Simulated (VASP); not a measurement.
Set up this calculation in VASP 6.6.1, as the native input.

```
Task                   : single point
Functional             : PBEsol
Potentials or basis    : VASP PAW PBE potentials, release 64 (Na_pv, Cl)
Cutoff                 : 500 eV
k mesh                 : 8 × 8 × 8
Occupations            : gaussian, width 0.05 eV
Spin                   : no spin polarisation
Dipole correction      : no
Further INCAR settings : ALGO = Normal; EDIFF = 1e-06; NBANDS = 14
```

The structure of NaCl lies in POSCAR:

```
NaCl
1.0
    0.0000000000      2.8317500000      2.8317500000
    2.8317500000      0.0000000000      2.8317500000
    2.8317500000      2.8317500000      0.0000000000
Na Cl
1 1
Direct
   -0.1059415556      0.1059415556     -0.1059415556
    0.5000000000      0.5000000000      0.5000000000
```

This cell differs from its parent crystal: atom 1 (Na) moved by (-0.600, +0.000) A along y and z.

These files were run (other wordings do the same):

INCAR

```
SYSTEM = NaCl
PREC = Accurate ; ENCUT = 500
EDIFF = 1E-6 ; ISMEAR = 0
SIGMA = 0.05 ; LREAL = .False.
LASPH = .True. ; NELM = 120
ALGO = Normal ; ISIF = 2
LWAVE = .False. ; LCHARG = .True.
GGA = PS ; LELF = .True.
LVHAR = .True. ; NBANDS = 14
GGA_COMPAT = .False.
```

KPOINTS

```
regular mesh
0
Gamma
  8 8 8
  0 0 0
```

Potentials or basis: VASP PAW PBE potentials, release 64 (Na_pv, Cl).

Run with:

```bash
$ cat potpaw_PBE.64/Na_pv/POTCAR potpaw_PBE.64/Cl/POTCAR > POTCAR
$ mpirun -np 1 vasp_std > vasp.out
```

Results of the run:

```json
{
  "Pressure": "4.5 GPa",
  "Largest force": "2.318 eV/Å",
  "Band gap on the k mesh": "4.93 eV"
}
```

Caveat: the cell differs from its parent crystal (atom 1 (Na) moved by (-0.600, +0.000) A along y and z); the stress differs along the axes, from -1 to 16 GPa; the PAW data sets were made with another functional, which shifts forces and pressure a little.

Wall time 38 s on 1 thread of AMD EPYC 7R13 Processor (Zen 3) (shared host), peak memory 0.15 GiB.
